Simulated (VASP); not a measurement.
# Rh: single point with r2SCAN

The system is Rh.

```xyz
1
Lattice="-1.4873 1.4873 1.4873 1.4873 -1.4873 1.4873 1.4873 1.4873 -1.4873" Properties=species:S:1:pos:R:3 pbc="T T T"
Rh    0.0000    0.0000    0.0000
```

This isn't the form of Rh at room conditions, which is fcc.

| Item | Value |
| --- | --- |
| Program | VASP 6.6.1 |
| Task | single point |
| Functional | r2SCAN |
| Potentials or basis | VASP PAW PBE potentials, release 64 (Rh_sv_GW) |
| Cutoff | 680 eV |
| k mesh | 16 × 16 × 16 |
| Occupations | fermi-dirac, width 0.05 eV |
| Spin | collinear spin, ferromagnetic start |
| Starting moments | [0.873] μB |
| Dipole correction | no |
| Further INCAR settings | ALGO = Normal; EDIFF = 1e-06; NBANDS = 18 |

```json
{
 "Pressure": "23.5 GPa",
 "Net moment": "0.67 μB per cell",
 "Site moments": "Rh +0.68 μB",
 "Valence electrons inside the program's atomic spheres": "Rh 15.04"
}
```

Levels at points of the mesh, in eV from the Fermi level:
Spin up:
```
           k point  band 7  band 8  band 9  band 10  band 11  band 12
(0.00, 0.00, 0.00)   -3.66   -3.66   -1.25    -1.25    18.96    18.96
(0.50, 0.00, 0.00)   -1.19   -0.85    1.38     1.41    10.22    15.13
(0.50, 0.50, 0.50)    0.83    0.83    0.83    10.18    10.18    10.18
```
Spin down:
```tsv
k point	band 6	band 7	band 8	band 9	band 10	band 11
(0.00, 0.00, 0.00)	-3.22	-3.22	-3.22	-0.17	-0.17	19.01
(0.50, 0.00, 0.00)	-4.97	-0.29	0.28	1.29	1.96	10.64
(0.50, 0.50, 0.50)	-6.47	1.37	1.37	1.37	10.26	10.26
```

Wall time 11 min on 1 thread of AMD EPYC 7R43 64-Core Processor (Zen 3), with other jobs on the host, peak memory 0.19 GiB.

Caveat: the cell stands under pressure; the PAW data sets were made with another functional, which shifts forces and pressure a little.
